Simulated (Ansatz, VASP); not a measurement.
Two plane-wave programs on NbH2

Contents of POSCAR:

```
NbH2
1.0
    0.0000000000      2.2815000000      2.2815000000
    2.2815000000      0.0000000000      2.2815000000
    2.2815000000      2.2815000000      0.0000000000
Nb H
1 2
Direct
    0.0000000000      0.0000000000      0.0000000000
    0.2171268902      0.2171268902      0.2828731098
    0.7171268902      0.7171268902      0.7828731098
```

The input INCAR.step1:

```
ALGO = Normal
EDIFF = 1E-4
ENCUT = 520
GGA = PE
ISMEAR = 0
LASPH = T
LCHARG = F
LREAL = F
LWAVE = T
NBANDS = 14
NELM = 60
PREC = Accurate
SIGMA = 0.15
```

INCAR.step2

```
ALGO = Normal
EDIFF = 1E-6
ENCUT = 520
ISIF = 2
ISMEAR = 0
ISTART = 1
LASPH = T
LCHARG = F
LMIXTAU = T
LREAL = F
LWAVE = F
METAGGA = R2SCAN
NBANDS = 14
NELM = 60
PREC = Accurate
SIGMA = 0.15
```

KPOINTS

```
k-points
0
Gamma
  18 18 18
```

Input for Ansatz:

```yaml
crystal:
  lattice:
    - [0.0, 2.2815, 2.2815]
    - [2.2815, 0.0, 2.2815]
    - [2.2815, 2.2815, 0.0]
  atoms:
    - { symbol: Nb, position: [0.0, 0.0, 0.0] }
    - { symbol: H, position: [0.2171268902, 0.2171268902, 0.2828731098] }
    - { symbol: H, position: [0.7171268902, 0.7171268902, 0.7828731098] }
basis:
  ecutwfc: 500
kpoints:
  mp_grid: { grid: [18, 18, 18] }
hamiltonian:
  xc: r2scan
scf:
  occupations: { method: gaussian, width: 0.15 }
output:
  forces: true
  stress: true
  eigenvalues: true
```

Change from the starting cell: all H atoms moved +0.150 Å, as atom 2 towards its neighbour atom 3 (H) at 2.281 Å.

Alike in both runs: task single point; functional r2SCAN; k mesh 18 × 18 × 18; occupations gaussian, width 0.15 eV; no spin polarisation.

|  | VASP | Ansatz |
| --- | --- | --- |
| version | VASP 6.6.1 | Ansatz 0.2.0 |
| potentials or method | VASP PAW PBE potentials, release 64 (Nb_sv, H), cutoff 520 eV | scalar-relativistic, plane waves, PAW |
| valence electrons in the cell | 15 | 15 |

|  | VASP | Ansatz | Ansatz less VASP |
| --- | --- | --- | --- |
| gap on the k mesh at the Fermi level (eV) | none | none | - |
| pressure (GPa) | -0.7 | -0.4 | +0.33 |
| traceless stress, the component that is largest in VASP (GPa) | -1.30 | -1.30 | -0.002 |
| rms of the force components (eV/Å) | 0.490 | 0.491 | +0.0011 |

VASP's potentials were made for PBE, not for r2SCAN. Atom by atom the forces differ by 0.001 eV/Å (rms over components). A gap of «none» marks a metal or a gap that the smearing closes. With one functional, cell and mesh, what is left measures potentials, basis and numerics.
